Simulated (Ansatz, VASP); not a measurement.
## Ag: VASP beside Ansatz

INCAR

```
ALGO = Fast
EDIFF = 1E-7
EDIFFG = -0.04
ENCUT = 600
GGA = PS
IBRION = 2
ISIF = 3
ISMEAR = 0
LASPH = True
LCHARG = False
LREAL = False
LWAVE = False
NELM = 60
NSW = 90
PREC = Accurate
SIGMA = 0.1
```

KPOINTS

```
k-points
0
Gamma
  6 6 4
```

POSCAR

```
Ag
1.0
    3.7816700517      0.0000000000      0.0000000000
   -1.8908350259      3.2750223335      0.0000000000
    0.0000000000      0.0000000000      4.2904312645
Ag
3
Direct
    0.2254000000      0.0000000000      0.3333333333
    0.0000000000      0.2254000000      0.6666666667
    0.7746000000      0.7746000000      0.0000000000
```

Input for Ansatz:

```yaml
crystal:
  lattice:
    - [3.7816700517, 0.0, 0.0]
    - [-1.8908350259, 3.2750223335, 0.0]
    - [0.0, 0.0, 4.2904312645]
  atoms:
    - { symbol: Ag, position: [0.2254, 0.0, 0.3333333333] }
    - { symbol: Ag, position: [0.0, 0.2254, 0.6666666667] }
    - { symbol: Ag, position: [0.7746, 0.7746, 0.0] }
basis:
  ecutwfc: 420
kpoints:
  mp_grid: { grid: [6, 6, 4] }
hamiltonian:
  xc: pbesol
scf:
  occupations: { method: gaussian, width: 0.1 }
  lower_state_search: "off"
output:
  forces: true
  stress: true
  eigenvalues: true
relax:
  adjacent_minimum: "off"
  f_tol: 0.04
  max_steps: 70
  cell: { stress_tol: 0.4 }
```

Alike in both runs: task relaxation of cell and atoms; functional PBEsol; k mesh 6 × 6 × 4; occupations gaussian, width 0.1 eV; no spin polarisation.

```csv
,VASP,Ansatz
version,VASP 6.6.1,Ansatz 0.2.0
potentials or method,"VASP PAW PBE potentials, release 64 (Ag), cutoff 600 eV","scalar-relativistic, plane waves, PAW"
valence electrons in the cell,33,57
```

VASP gave:

```
gap on the k mesh at the Fermi level, each at its own relaxed structure (eV) : none
relaxed volume (Å³/atom)                                                     : 16.78
relaxed length of the cell vector where the two differ most in proportion (Å)              : 2.801
```

**Question.** Estimate Ansatz's values.

**Answer.** gap on the k mesh at the Fermi level, each at its own relaxed structure (eV): none; relaxed volume (Å³/atom): 16.80; relaxed length of the cell vector where the two differ most in proportion (Å): 2.803.

VASP's potentials were made for PBE, not for PBEsol. A gap of «none» marks a metal or a gap that the smearing closes. VASP's potentials hold 33 valence electrons a cell and Ansatz's 57, so a difference there can come from the potentials and not from the codes.

The k mesh is coarse, so the values compare programs but aren't converged.
